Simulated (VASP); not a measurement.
# Ta (P-1) in VASP: notebook

The runs below take Ta through single point, with PBE.

Program: VASP 6.6.1. These are calculated values, not measurements. Logs are shortened: lines on timing, memory, paths and dates and some standing lists are left out, and cuts for length are marked.

## (1) The cell of the first run

The typed cell holds 1 atom: a = 2.886 Å, b = 2.862 Å, c = 2.892 Å, α = 109.71°, β = 108.40°, γ = 108.85°.

## (2) Single point, PBE

INCAR

```
PREC = Accurate
ENCUT = 520
EDIFF = 1E-6
ISMEAR = -1
SIGMA = 0.15
LREAL = False
LASPH = True
NELM = 80
ALGO = Normal
ISIF = 2
LWAVE = False
LCHARG = False
GGA = PE
NBANDS = 12
```

KPOINTS

```
regular mesh
0
Gamma
  8 8 8
```

POSCAR

```
Ta
1.0
   -1.6287000000      1.6867900000      1.6819300000
    1.6431700000     -1.6521600000      1.6617800000
    1.6691600000      1.6926200000     -1.6473000000
Ta
1
Direct
    0.0000000000      0.0000000000      0.0000000000
```

Potentials or basis: VASP PAW PBE potentials, release 64 (Ta_pv).

On the command line:

```bash
$ cat potpaw_PBE.64/Ta_pv/POTCAR > POTCAR
$ mpirun -np 1 vasp_std > vasp.out
```

OUTCAR:

```text
PREC = Accurate
   ENCUT = 520
   EDIFF = 1E-6
   ISMEAR = -1
   LREAL = False
   LASPH = True
   NELM = 80
   ISIF = 2
   GGA = PE

 ion  position               nearest neighbor table
   1  0.000  0.000  0.000-

  LATTYP: Found a triclinic cell.
 ALAT       =     4.7276502434
 B/A-ratio  =     0.6053787632
 C/A-ratio  =     1.0160054457
 COS(alpha) =     0.0046392646
 COS(beta)  =     0.5189359061
 COS(gamma) =     0.8072805333

  Lattice vectors:

 A1 = (  -3.3268000000,  -0.0750900000,  -3.3581900000)
 A2 = (  -1.6431700000,   1.6521600000,  -1.6617800000)
 A3 = (  -0.0549300000,  -3.4140400000,  -3.3783400000)

Analysis of symmetry for initial positions (statically):
=====================================================================
 Subroutine PRICEL returns:
 Original cell was already a primitive cell.

 Routine SETGRP: Setting up the symmetry group for a
 triclinic supercell.

 Subroutine GETGRP returns: Found  2 space group operations
 (whereof  2 operations were pure point group operations)
 out of a pool of  2 trial point group operations.

The static configuration has the point symmetry S_2 .

Analysis of symmetry for dynamics (positions and initial velocities):
=====================================================================
 Subroutine PRICEL returns:
 Original cell was already a primitive cell.

 Routine SETGRP: Setting up the symmetry group for a
 triclinic supercell.

 Subroutine GETGRP returns: Found  2 space group operations
 (whereof  2 operations were pure point group operations)
 out of a pool of  2 trial point group operations.

The dynamic configuration has the point symmetry S_2 .

 Subroutine INISYM returns: Found  2 space group operations
 (whereof  2 operations are pure point group operations),
 and found     1 'primitive' translations

----------------------------------------------------------------------------------------

                                     Primitive cell

  volume of cell :      18.7092

  direct lattice vectors                    reciprocal lattice vectors
    -1.628700000  1.686790000  1.681930000    -0.004872404  0.292934184  0.296056235
     1.643170000 -1.652160000  1.661780000     0.300681533 -0.006651948  0.297836683
[... 86 lines left out ...]
   NSW    =      0    number of steps for IOM
   IBRION =     -1    ionic relax: 0-MD 1-quasi-New 2-CG
   NFREE  =      0    steps in history (QN), initial steepest desc. (CG)
   ISIF   =      2    stress and relaxation
   ISYM   =      2    0-nonsym 1-usesym 2-fastsym
   POTIM  = 0.5000    time-step for ionic-motion
   TEBEG  =    0.0;   TEEND  =   0.0 temperature during run
   PSTRESS=    0.0 pullay stress
   NELECT =      11.0000    total number of electrons
   NUPDOWN=      -1.0000    fix difference up-down
   EMIN   =  10.00;   EMAX   =-10.00  energy-range for DOS
   EFERMI =   0.00;   METHOD = LEGACY
   ISMEAR =    -1;   SIGMA  =   0.15  broadening in eV -4-tet -1-fermi 0-gaus
   EFERMI_NEDOS =   21; number of points for ismear=-14 and -15
   IALGO  =     38    algorithm
   IMIX   =      4    mixing-type and parameters
     AMIX     =   0.40;   BMIX     =  1.00
     AMIX_MAG =   1.60;   BMIX_MAG =  1.00
  volume/ion in A,a.u.               =      18.71       126.26
  Fermi-wavevector in a.u.,A,eV,Ry     =   1.371473  2.591708 25.591705  1.880937
  Thomas-Fermi vector in A             =   2.497166
   LORBIT       =      0    0 simple, 1 ext, 2 COOP (PROOUT), +10 PAW based schemes
   GGA     = PE    functional components
   LHFCALC =     F    Hartree Fock is set to
   AEXX    =    0.0000 exact exchange contribution
   IVDW    =     0    specifies the selected vdW correction
   LEPSILON=     F    determine dielectric tensor
   LRPA    =     F    only Hartree local field effects (RPA)
 non-spin polarized calculation
  energy-cutoff  :      520.00
  volume of cell :       18.71
 maximum number of plane-waves:       517
 NGX is ok and might be reduce to    24
   NGX = 11   NGY = 11   NGZ = 11

 number of electron      11.0000000 magnetization

 Free energy of the ion-electron system (eV)
  ---------------------------------------------------
  ext. energy  EPLUGINS =         0.00000000
  ---------------------------------------------------
  free energy    TOTEN  =       -11.86183335 eV

  energy without entropy =      -11.76961839  energy(sigma->0) =      -11.81572587

 E-fermi :   5.2395     XC(G=0): -12.4207

 val. band max:        5.2320550437   @ k =  -0.2500   0.2500  -0.0000
 cond. band min:       5.2444943056   @ k =   0.1250   0.1250   0.3750
 fundamental gap:      0.0124392619
 Fermi energy:         5.2394619871

 k-point     1 :       0.0000    0.0000    0.0000
  band No.  band energies     occupation
      1     -28.0649      2.00000
      2     -28.0057      2.00000
      3     -27.9761      2.00000
      4      -2.5854      2.00000
      5       5.6947      0.09177
      6       5.8144      0.04238
      7       6.2477      0.00241
      8       8.9472      0.00000
      9       9.2229      0.00000
     10      19.6767      0.00000
     11      20.0098      0.00000
     12      20.3745      0.00000
[... 331 lines left out ...]
 k-point    24 :       0.2500    0.3750    0.0000
  band No.  band energies     occupation
      1     -28.8623      2.00000
      2     -28.5854      2.00000
      3     -28.1381      2.00000
      4       2.4850      2.00000
      5       3.8820      1.99977
      6       4.7785      1.91153
      7       9.0514      0.00000
      8      10.0631      0.00000
      9      13.9129      0.00000
     10      15.2056      0.00000
     11      17.9888      0.00000
     12      19.7858      0.00000

 [... further k-points ...]

------------------------ aborting loop because EDIFF is reached ----------------------------------------

  FORCE on cell =-STRESS in cart. coord.  units (eV):
  Direction    XX          YY          ZZ          XY          YZ          ZX
  --------------------------------------------------------------------------------------
  -------------------------------------------------------------------------------------
  Total       -0.4220627     -0.6566300     -0.5311141     -0.1841776     -0.1558089     -0.0710707
  in kB      -36.1436321    -56.2309671    -45.4823249    -15.7721779    -13.3428063     -6.0861906
  external PRESSURE =     -45.9523081 kB  Pullay stress =       0.0000000 kB

 VOLUME and BASIS-vectors are now :
 -----------------------------------------------------------------------------
  energy-cutoff  :      520.00
  volume of cell :       18.71
      direct lattice vectors                 reciprocal lattice vectors
    -1.628700000  1.686790000  1.681930000    -0.004872404  0.292934184  0.296056235
     1.643170000 -1.652160000  1.661780000     0.300681533 -0.006651948  0.297836683
     1.669160000  1.692620000 -1.647300000     0.298349733  0.292381908 -0.004319246

 POSITION                                       TOTAL-FORCE (eV/Angst)
 -----------------------------------------------------------------------------------
      0.00000      0.00000      0.00000        -0.000000      0.000000      0.000000
 -----------------------------------------------------------------------------------
    total drift:                                0.000000      0.000000      0.000000

  FREE ENERGIE OF THE ION-ELECTRON SYSTEM (eV)
  ---------------------------------------------------
  free  energy   TOTEN  =       -11.8618333537 eV

  energy  without entropy=      -11.7696183940  energy(sigma->0) =      -11.81572587
```

OSZICAR:

```text
N       E                     dE             d eps       ncg     rms          rms(c)
DAV:   1     0.606909836588E+02    0.60691E+02   -0.61041E+03  6248   0.871E+02
DAV:   2    -0.113169253746E+02   -0.72008E+02   -0.70282E+02  7052   0.243E+02
DAV:   3    -0.123364786440E+02   -0.10196E+01   -0.10117E+01  7464   0.274E+01
DAV:   4    -0.123393182884E+02   -0.28396E-02   -0.28392E-02  6940   0.160E+00
DAV:   5    -0.123393289627E+02   -0.10674E-04   -0.10674E-04  7540   0.929E-02    0.126E+01
DAV:   6    -0.119682671016E+02    0.37106E+00   -0.30501E-01  7328   0.593E+00    0.604E+00
DAV:   7    -0.118623654610E+02    0.10590E+00   -0.25881E-01  7264   0.506E+00    0.395E-01
DAV:   8    -0.118618543137E+02    0.51115E-03   -0.98494E-03  6936   0.735E-01    0.105E-01
DAV:   9    -0.118618395818E+02    0.14732E-04   -0.10529E-04  7368   0.107E-01    0.270E-02
DAV:  10    -0.118618340133E+02    0.55686E-05   -0.50832E-06  6944   0.200E-02    0.438E-03
DAV:  11    -0.118618333537E+02    0.65960E-06   -0.31079E-07  4140   0.534E-03
   1 F= -.11861833E+02 E0= -.11815726E+02  d E =-.922150E-01
```

It took 22 s on 1 thread of Intel Xeon Platinum 8488C (Sapphire Rapids), shared host; peak memory 0.18 GiB.

Results:

* Free energy: -11.8618 eV
* Pressure: -4.6 GPa

Stress tensor (GPa, compression positive):
```
-3.61 -1.58 -0.61
-1.58 -5.62 -1.33
-0.61 -1.33 -4.55
```

Caveat: spin-orbit coupling is left out, which moves the levels of the heavy elements.

## (3) Single point, PBE

This run uses another cell than the first one, of 18.80 Å³/atom, 1.005 times its volume.

INCAR

```
SYSTEM = Ta
PREC     = Accurate       ! precision mode
ENCUT    = 520            ! plane-wave cutoff, eV
EDIFF    = 1E-7           ! SCF threshold, eV
ISMEAR   = -1             ! smearing method
SIGMA    = 0.15           ! smearing width, eV
LREAL    = .FALSE.        ! projectors in reciprocal space
LASPH    = .TRUE.         ! aspherical terms in the spheres
NELM     = 60             ! most SCF steps
ALGO     = Normal         ! electronic algorithm
ISIF     = 2              ! what is computed and relaxed
LWAVE    = .FALSE.        ! write WAVECAR
LCHARG   = .FALSE.        ! write CHGCAR
GGA      = PE             ! functional
NBANDS   = 12             ! bands
```

KPOINTS

```
Automatic mesh
0
G
  8 8 8
  0 0 0
```

POSCAR

```
Ta
1.0
   -1.6314099884      1.6895966441      1.6847285576
    1.6459040649     -1.6549090234      1.6645450301
    1.6719373096      1.6954363446     -1.6500409368
Ta
1
Direct
    0.0000000000      0.0000000000      0.0000000000
```

Potentials or basis: VASP PAW PBE potentials, release 64 (Ta_pv).

On the command line:

```bash
$ cat potpaw_PBE.64/Ta_pv/POTCAR > POTCAR
$ mpirun -np 1 vasp_std > vasp.out
```

Run time: 26 s. Hardware: 1 thread of Intel Xeon Platinum 8488C (Sapphire Rapids), shared host; peak memory 0.18 GiB.

It converged, with:

* Free energy: -11.8589 eV
* Pressure: -5.4 GPa

Stress tensor (GPa, compression positive):
```
-4.47 -1.53 -0.59
-1.53 -6.43 -1.30
-0.59 -1.30 -5.38
```

Levels at points of the mesh, in eV from the Fermi level:
```csv
k point,band 2,band 3,band 4,band 5,band 6,band 7,band 8,band 9,band 10,band 11
"(0.00, 0.00, 0.00)",-33.27,-33.24,-7.81,0.46,0.57,1.01,3.69,3.96,14.41,14.75
"(0.50, 0.00, 0.00)",-33.57,-33.25,-4.28,-1.39,1.13,3.63,4.72,7.16,10.73,11.88
"(0.00, 0.50, 0.00)",-33.60,-33.28,-4.24,-1.61,1.36,3.87,4.78,7.27,11.02,11.69
"(0.50, 0.50, 0.00)",-33.64,-33.30,-4.21,-1.42,1.53,3.49,4.49,7.49,11.29,11.50
"(0.00, 0.00, 0.50)",-33.57,-33.25,-4.28,-1.52,1.17,3.79,4.84,7.17,10.74,11.86
"(0.50, 0.00, 0.50)",-33.64,-33.29,-4.22,-1.59,1.48,3.78,4.68,7.42,11.16,11.52
"(0.00, 0.50, 0.50)",-33.63,-33.29,-4.22,-1.31,1.43,3.38,4.41,7.44,11.19,11.59
"(0.50, 0.50, 0.50)",-33.99,-33.94,-3.63,-3.59,6.06,6.55,6.72,7.91,8.26,8.50
```

Caveat: spin-orbit coupling is left out, which moves the levels of the heavy elements.

## (4) Single point, PBE

This run uses another cell than the first one, of 18.62 Å³/atom, 0.995 times its volume.

INCAR

```
SYSTEM = Ta
PREC = Accurate
ENCUT = 520
EDIFF = 1E-7
ISMEAR = -1
SIGMA = 0.15
LREAL = .False.
LASPH = .True.
NELM = 60
ALGO = Normal
ISIF = 2
LWAVE = .False.
LCHARG = .False.
GGA = PE
NBANDS = 12
```

KPOINTS

```
Automatic mesh
0
Gamma
  8 8 8
  0 0 0
```

POSCAR

```
Ta
1.0
   -1.6259809632      1.6839739847      1.6791220983
    1.6404268063     -1.6494017979      1.6590057377
    1.6663734172      1.6897942518     -1.6445499114
Ta
1
Direct
    0.0000000000      0.0000000000      0.0000000000
```

On the command line:

```bash
$ cat potpaw_PBE.64/Ta_pv/POTCAR > POTCAR
$ mpirun -np 1 vasp_std > vasp.out
```

Wall time 25 s (1 thread of Intel Xeon Platinum 8488C (Sapphire Rapids), shared host); peak memory 0.18 GiB.

Results (log left out):

```yaml
Free_energy: -11.8642 eV
Pressure: -3.7 GPa
```

Stress tensor (GPa, compression positive):
```
-2.69 -1.62 -0.62
-1.62 -4.75 -1.37
-0.62 -1.37 -3.65
```

Levels at points of the mesh, in eV from the Fermi level:
```
           k point  band 2  band 3  band 4  band 5  band 6  band 7  band 8  band 9  band 10  band 11
(0.00, 0.00, 0.00)  -33.22  -33.19   -7.84    0.46    0.58    1.01    3.73    4.00    14.46    14.56
(0.50, 0.00, 0.00)  -33.54  -33.21   -4.32   -1.42    1.17    3.68    4.78    7.26    10.89    11.93
(0.00, 0.50, 0.00)  -33.57  -33.24   -4.28   -1.64    1.40    3.92    4.84    7.36    11.18    11.74
(0.50, 0.50, 0.00)  -33.62  -33.26   -4.26   -1.45    1.57    3.53    4.54    7.59    11.45    11.55
(0.00, 0.00, 0.50)  -33.54  -33.21   -4.32   -1.54    1.21    3.84    4.90    7.26    10.89    11.91
(0.50, 0.00, 0.50)  -33.61  -33.25   -4.27   -1.62    1.53    3.83    4.73    7.52    11.32    11.57
(0.00, 0.50, 0.50)  -33.60  -33.25   -4.27   -1.33    1.47    3.42    4.46    7.53    11.35    11.63
(0.50, 0.50, 0.50)  -33.98  -33.92   -3.69   -3.64    6.14    6.63    6.80    8.00     8.35     8.59
```

Caveat: spin-orbit coupling is left out, which moves the levels of the heavy elements.

## (5) Summary

| cell | gap on the mesh (eV) | pressure (GPa) |
| --- | --- | --- |
| a = 2.886, b = 2.862, c = 2.892 Å, angles 109.7, 108.4, 108.8°, 1 atom | none | -4.6 |
| a = 2.890, b = 2.867, c = 2.897 Å, angles 109.7, 108.4, 108.8°, 1 atom | none | -5.4 |
| a = 2.881, b = 2.857, c = 2.887 Å, angles 109.7, 108.4, 108.8°, 1 atom | none | -3.7 |

Alike in all rows: task single point; level PBE; potentials or basis VASP PAW PBE potentials, release 64 (Ta_pv); no spin polarisation; k mesh 8 × 8 × 8; cutoff (eV) 520; smearing fermi-dirac 0.15 eV.

Caveats: spin-orbit coupling is left out, which moves the levels of the heavy elements.

Total energies depend on the potentials used, so only differences within one code and one set of settings carry meaning.
